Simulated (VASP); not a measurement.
# MgZn2O3 (I4/mmm) in VASP: single point with r2SCAN

Aim: the single point of MgZn2O3 with r2SCAN.

Program: VASP 6.6.1. These are calculated values, not measurements. Logs are shortened: lines on timing, memory, paths and dates and some standing lists are left out, and cuts for length are marked.

### 1 The cell of the first run

The structure is tetragonal, space group I4/mmm (No. 139). The conventional cell has a = 3.048 Å, b = 3.048 Å, c = 12.900 Å, α = 90.00°, β = 90.00°, γ = 90.00°. Mg (site symmetry 4/mmm) has 6 O at 2.13 to 2.16 Å within 2.8 Å. Zn (site symmetry 4mm) has 6 O at 2.16 Å within 2.9 Å. O (site symmetry 4mm) has 1 Mg at 2.13 Å and 5 Zn at 2.16 Å within 2.8 Å. O (site symmetry 4/mmm) has 4 Mg at 2.16 Å and 2 Zn at 2.16 Å within 2.9 Å.

### 2 Single point, r2SCAN

Input file POSCAR:

```
MgZn2O3
1.0
   -1.5241749000      1.5241749000      6.4497934000
    1.5241749000     -1.5241749000      6.4497934000
    1.5241749000      1.5241749000     -6.4497934000
Mg Zn O
1 2 3
Direct
    0.0000000000      0.0000000000      0.0000000000
    0.6673520000      0.6673520000      0.0000000000
    0.3326480000      0.3326480000      0.0000000000
    0.8346060000      0.8346060000      0.0000000000
    0.5000000000      0.5000000000      0.0000000000
    0.1653940000      0.1653940000      0.0000000000
```

Input file INCAR.step1:

```
SYSTEM = MgZn2O3
ALGO = Normal ; EDIFF = 1E-4
ENCUT = 520 ; GGA = PE
ISMEAR = 0 ; LASPH = .True.
LCHARG = .False. ; LREAL = .False.
LWAVE = .True. ; NBANDS = 31
NELM = 60 ; PREC = Accurate
SIGMA = 0.02
```

Input file INCAR.step2:

```
SYSTEM = MgZn2O3
ALGO = Normal ; EDIFF = 1E-6
ENCUT = 520 ; ISIF = 2
ISMEAR = 0 ; ISTART = 1
LASPH = .True. ; LCHARG = .False.
LMIXTAU = .True. ; LREAL = .False.
LWAVE = .False. ; METAGGA = R2SCAN
NBANDS = 31 ; NELM = 60
PREC = Accurate ; SIGMA = 0.02
```

Input file KPOINTS:

```
k-points
0
Gamma
  12 12 12
  0 0 0
```

Potentials or basis: VASP PAW PBE potentials, release 64 (Mg, Zn, O).

On the command line:

```console
> cat potpaw_PBE.64/Mg/POTCAR potpaw_PBE.64/Zn/POTCAR potpaw_PBE.64/O/POTCAR > POTCAR
> cp INCAR.step1 INCAR
> mpirun -np 1 vasp_std > vasp.out
> cp INCAR.step2 INCAR
> mpirun -np 1 vasp_std > vasp.out
```

OUTCAR:

```text
SYSTEM = MgZn2O3
   EDIFF = 1E-6
   ENCUT = 520
   ISIF = 2
   ISMEAR = 0
   ISTART = 1
   LASPH = .True.
   LREAL = .False.
   METAGGA = R2SCAN
   NELM = 60
   PREC = Accurate

 ion  position               nearest neighbor table
   1  0.000  0.000  0.000-   4 2.13   6 2.13   5 2.16   5 2.16   5 2.16   5 2.16   2 3.05   2 3.05
                             3 3.05   3 3.05   3 3.05   2 3.05   3 3.05   2 3.05
   2  0.667  0.667  0.000-   6 2.16   6 2.16   6 2.16   6 2.16   4 2.16   5 2.16   3 3.03   3 3.03
                             3 3.03   3 3.03   1 3.05   1 3.05   1 3.05   1 3.05
   3  0.333  0.333  0.000-   4 2.16   4 2.16   4 2.16   4 2.16   6 2.16   5 2.16   2 3.03   2 3.03
                             2 3.03   2 3.03   1 3.05   1 3.05   1 3.05   1 3.05
   4  0.835  0.835  0.000-   1 2.13   3 2.16   3 2.16   3 2.16   3 2.16   2 2.16
   5  0.500  0.500  0.000-   1 2.16   1 2.16   1 2.16   1 2.16   3 2.16   2 2.16
   6  0.165  0.165  0.000-   1 2.13   2 2.16   2 2.16   2 2.16   2 2.16   3 2.16

  LATTYP: Found a body centered tetragonal cell.
 ALAT       =     3.0483498000
 C/A-ratio  =     4.2316622587

  Lattice vectors:

 A1 = (  -1.5241749000,   1.5241749000,   6.4497934000)
 A2 = (   1.5241749000,  -1.5241749000,   6.4497934000)
 A3 = (   1.5241749000,   1.5241749000,  -6.4497934000)

Analysis of symmetry for initial positions (statically):
=====================================================================
 Subroutine PRICEL returns:
 Original cell was already a primitive cell.

 Routine SETGRP: Setting up the symmetry group for a
 body centered tetragonal supercell.

 Subroutine GETGRP returns: Found 16 space group operations
 (whereof 16 operations were pure point group operations)
 out of a pool of 16 trial point group operations.

The static configuration has the point symmetry D_4h.

Analysis of symmetry for dynamics (positions and initial velocities):
=====================================================================
 Subroutine PRICEL returns:
 Original cell was already a primitive cell.

 Routine SETGRP: Setting up the symmetry group for a
 body centered tetragonal supercell.

 Subroutine GETGRP returns: Found 16 space group operations
 (whereof 16 operations were pure point group operations)
 out of a pool of 16 trial point group operations.

The dynamic configuration has the point symmetry D_4h.

 Subroutine INISYM returns: Found 16 space group operations
 (whereof 16 operations are pure point group operations),
 and found     1 'primitive' translations

----------------------------------------------------------------------------------------

                                     Primitive cell

  volume of cell :      59.9343

  direct lattice vectors                    reciprocal lattice vectors
    -1.524174900  1.524174900  6.449793400     0.000000000  0.328046342  0.077521863
     1.524174900 -1.524174900  6.449793400     0.328046342  0.000000000  0.077521863
     1.524174900  1.524174900 -6.449793400     0.328046342  0.328046342  0.000000000

  length of vectors
     6.800445070  6.800445070  6.800445070     0.337081654  0.337081654  0.463927585

  position of ions in fractional coordinates (direct lattice)
     0.000000000  0.000000000  0.000000000
     0.667352000  0.667352000  0.000000000
     0.332648000  0.332648000  0.000000000
     0.834606000  0.834606000  0.000000000
     0.500000000  0.500000000  0.000000000
     0.165394000  0.165394000  0.000000000

  ion indices of the primitive-cell ions
   primitive index   ion index
                 1           1
                 2           2
                 3           3
                 4           4
                 5           5
                 6           6

----------------------------------------------------------------------------------------

 KPOINTS: k-points

Automatic generation of k-mesh.
 Grid dimensions read from file:
 generate k-points for:   12   12   12

 Generating k-lattice:

  Cartesian coordinates                     Fractional coordinates (reciprocal lattice)
     0.000000000  0.027337195  0.006460155     0.083333333  0.000000000  0.000000000
     0.027337195  0.000000000  0.006460155     0.000000000  0.083333333  0.000000000
     0.027337195  0.027337195  0.000000000     0.000000000  0.000000000  0.083333333

  Length of vectors
     0.028090138  0.028090138  0.038660632

  Shift w.r.t. Gamma in fractional coordinates (k-lattice)
     0.000000000  0.000000000  0.000000000

 Subroutine IBZKPT returns following result:
 ===========================================

 Found    163 irreducible k-points:

 Following reciprocal coordinates:
            Coordinates               Weight
  0.000000  0.000000  0.000000      1.000000
  0.083333  0.000000 -0.000000      8.000000
  0.166667  0.000000  0.000000      8.000000
  0.250000  0.000000  0.000000      8.000000
  0.333333  0.000000  0.000000      8.000000
  0.416667  0.000000  0.000000      8.000000
[... 16 lines left out ...]
  0.500000  0.166667 -0.000000     16.000000
 -0.416667  0.166667  0.000000     16.000000
 [... further k-points ...]
   k-points           NKPTS =    163   k-points in BZ     NKDIM =    163   number of bands    NBANDS=     31
   number of dos      NEDOS =    301   number of ions     NIONS =      6
   total plane-waves  NPLWV = 157464
   dimension x,y,z NGX =    54 NGY =   54 NGZ =   54
   dimension x,y,z NGXF=   108 NGYF=  108 NGZF=  108
   ions per type =               1   2   3
   NGX,Y,Z   is equivalent  to a cutoff of  13.20, 13.20, 13.20 a.u.
   NGXF,Y,Z  is equivalent  to a cutoff of  26.40, 26.40, 26.40 a.u.
 SYSTEM =  MgZn2O3
   PREC   = accura    normal or accurate (medium, high low for compatibility)
   ISTART =      1    job   : 0-new  1-cont  2-samecut
   ICHARG =      0    charge: 1-file 2-atom 10-const
   ISPIN  =      1    spin polarized calculation?
   LNONCOLLINEAR =      F non collinear calculations
   LSORBIT =      F    spin-orbit coupling
   LASPH  =      T    aspherical Exc in radial PAW
   ENCUT  =  520.0 eV  38.22 Ry    6.18 a.u.  12.64 12.64 12.64*2*pi/ulx,y,z
   NELM   =     60;   NELMIN=  2; NELMDL=  0     # of ELM steps
   EDIFF  = 0.1E-05   stopping-criterion for ELM
   LREAL  =      F    real-space projection
   EDIFFG = 0.1E-04   stopping-criterion for IOM
   NSW    =      0    number of steps for IOM
   IBRION =     -1    ionic relax: 0-MD 1-quasi-New 2-CG
   NFREE  =      0    steps in history (QN), initial steepest desc. (CG)
   ISIF   =      2    stress and relaxation
   ISYM   =      2    0-nonsym 1-usesym 2-fastsym
   POTIM  = 0.5000    time-step for ionic-motion
   TEBEG  =    0.0;   TEEND  =   0.0 temperature during run
   PSTRESS=    0.0 pullay stress
   NELECT =      44.0000    total number of electrons
   NUPDOWN=      -1.0000    fix difference up-down
   EMIN   =  10.00;   EMAX   =-10.00  energy-range for DOS
   EFERMI =   0.00;   METHOD = LEGACY
   ISMEAR =     0;   SIGMA  =   0.02  broadening in eV -4-tet -1-fermi 0-gaus
   EFERMI_NEDOS =   21; number of points for ismear=-14 and -15
   IALGO  =     38    algorithm
   IMIX   =      4    mixing-type and parameters
     AMIX     =   0.40;   BMIX     =  1.00
     AMIX_MAG =   1.60;   BMIX_MAG =  1.00
  volume/ion in A,a.u.               =       9.99        67.41
  Fermi-wavevector in a.u.,A,eV,Ry     =   1.476842  2.790826 29.675139  2.181061
  Thomas-Fermi vector in A             =   2.591319
   LORBIT       =      0    0 simple, 1 ext, 2 COOP (PROOUT), +10 PAW based schemes
   METAGGA = R2SCAN    functional components
   LHFCALC =     F    Hartree Fock is set to
   AEXX    =    0.0000 exact exchange contribution
   IVDW    =     0    specifies the selected vdW correction
   LEPSILON=     F    determine dielectric tensor
   LRPA    =     F    only Hartree local field effects (RPA)
 non-spin polarized calculation
 Gauss-broadening in eV      SIGMA  =   0.02
  energy-cutoff  :      520.00
  volume of cell :       59.93
 maximum number of plane-waves:      1631
 NGX is ok and might be reduce to    54
   NGX = 25   NGY = 25   NGZ = 25

 number of electron      43.9999998 magnetization

 Free energy of the ion-electron system (eV)
  ---------------------------------------------------
  ext. energy  EPLUGINS =         0.00000000
  ---------------------------------------------------
  free energy    TOTEN  =       -52.02326003 eV

  energy without entropy =      -52.02326003  energy(sigma->0) =      -52.02326003

 E-fermi :   2.5429     XC(G=0): -12.3866

 val. band max:        2.4343259264   @ k =   0.5000   0.0000   0.0000
 cond. band min:       4.4870736741   @ k =   0.0000   0.0000   0.0000
 fundamental gap:      2.0527477476
 Fermi energy:         2.5428987053

 k-point     1 :       0.0000    0.0000    0.0000
  band No.  band energies     occupation
      1     -16.6709      2.00000
      2     -15.7640      2.00000
      3     -15.4508      2.00000
      4      -3.4735      2.00000
      5      -2.9548      2.00000
      6      -2.6746      2.00000
[... 23 lines left out ...]
     30      18.4058      0.00000
     31      18.4058      0.00000

 k-point     2 :       0.0833    0.0000   -0.0000
  band No.  band energies     occupation
      1     -16.6220      2.00000
      2     -15.7490      2.00000
      3     -15.4266      2.00000
      4      -3.4624      2.00000
      5      -3.0097      2.00000
      6      -2.7051      2.00000
[... 23 lines left out ...]
     30      18.2746      0.00000
     31      18.5892      0.00000

 k-point     3 :       0.1667    0.0000    0.0000
  band No.  band energies     occupation
      1     -16.4816      2.00000
      2     -15.7051      2.00000
      3     -15.3663      2.00000
      4      -3.4488      2.00000
      5      -3.1680      2.00000
      6      -2.8530      2.00000
[... 23 lines left out ...]
     30      17.1727      0.00000
     31      17.9021      0.00000

 k-point     4 :       0.2500    0.0000    0.0000
  band No.  band energies     occupation
      1     -16.2688      2.00000
      2     -15.6395      2.00000
      3     -15.3005      2.00000
      4      -3.5631      2.00000
      5      -3.4142      2.00000
      6      -3.0920      2.00000
[... 635 lines left out ...]
     30      14.8355      0.00000
     31      15.8657      0.00000

 k-point    23 :       0.5000    0.1667   -0.0000
  band No.  band energies     occupation
      1     -15.5520      2.00000
      2     -15.5273      2.00000
      3     -15.2390      2.00000
      4      -4.0265      2.00000
      5      -3.8632      2.00000
      6      -3.3458      2.00000
[... 23 lines left out ...]
     30      14.7606      0.00000
     31      15.7532      0.00000

 k-point    24 :      -0.4167    0.1667    0.0000
  band No.  band energies     occupation
      1     -15.7072      2.00000
      2     -15.4783      2.00000
      3     -15.2188      2.00000
      4      -3.9511      2.00000
      5      -3.8201      2.00000
      6      -3.3250      2.00000
[... 23 lines left out ...]
     30      14.8191      0.00000
     31      15.5547      0.00000

 [... further k-points ...]
[... 5 lines left out ...]
  --------------------------------------------------------------------------------------
  -------------------------------------------------------------------------------------
  Total       -2.4195869     -2.4195869     -2.4536544      0.0000000     -0.0000000      0.0000000
  in kB      -64.6809507    -64.6809507    -65.5916515      0.0000000     -0.0000000      0.0000000
  external PRESSURE =     -64.9845177 kB  Pullay stress =       0.0000000 kB

 VOLUME and BASIS-vectors are now :
 -----------------------------------------------------------------------------
  energy-cutoff  :      520.00
  volume of cell :       59.93
      direct lattice vectors                 reciprocal lattice vectors
    -1.524174900  1.524174900  6.449793400     0.000000000  0.328046342  0.077521863
     1.524174900 -1.524174900  6.449793400     0.328046342  0.000000000  0.077521863
     1.524174900  1.524174900 -6.449793400     0.328046342  0.328046342  0.000000000

 POSITION                                       TOTAL-FORCE (eV/Angst)
 -----------------------------------------------------------------------------------
      0.00000      0.00000      0.00000        -0.000000     -0.000000      0.000000
      0.00000      0.00000      8.60857         0.000000      0.000000     -0.002281
      0.00000      0.00000      4.29102         0.000000      0.000000      0.002281
      0.00000      0.00000     10.76607        -0.000000     -0.000000      0.000480
      0.00000      0.00000      6.44979        -0.000000     -0.000000     -0.000000
      0.00000      0.00000      2.13351        -0.000000     -0.000000     -0.000480
 -----------------------------------------------------------------------------------
    total drift:                                0.000000     -0.000000      0.000000

  FREE ENERGIE OF THE ION-ELECTRON SYSTEM (eV)
  ---------------------------------------------------
  free  energy   TOTEN  =       -52.0232600261 eV

  energy  without entropy=      -52.0232600261  energy(sigma->0) =      -52.02326003
```

It took 37 min on 1 thread of Intel Xeon 6975P-C (Granite Rapids), shared host; peak memory 0.61 GiB.

Results:

```yaml
Free_energy: -52.0233 eV
Pressure: -6.5 GPa
Band_gap_on_the_k_mesh: 2.05 eV, indirect (least direct gap 3.11 eV)
```

Forces on the atoms (eV/Å):
```
Mg   0.000  0.000  0.000
Zn   0.000  0.000 -0.002
Zn   0.000  0.000  0.002
O    0.000  0.000  0.000
O    0.000  0.000  0.000
O    0.000  0.000  0.000
```

Caveat: the PAW data sets were made with another functional, which shifts forces and pressure a little.
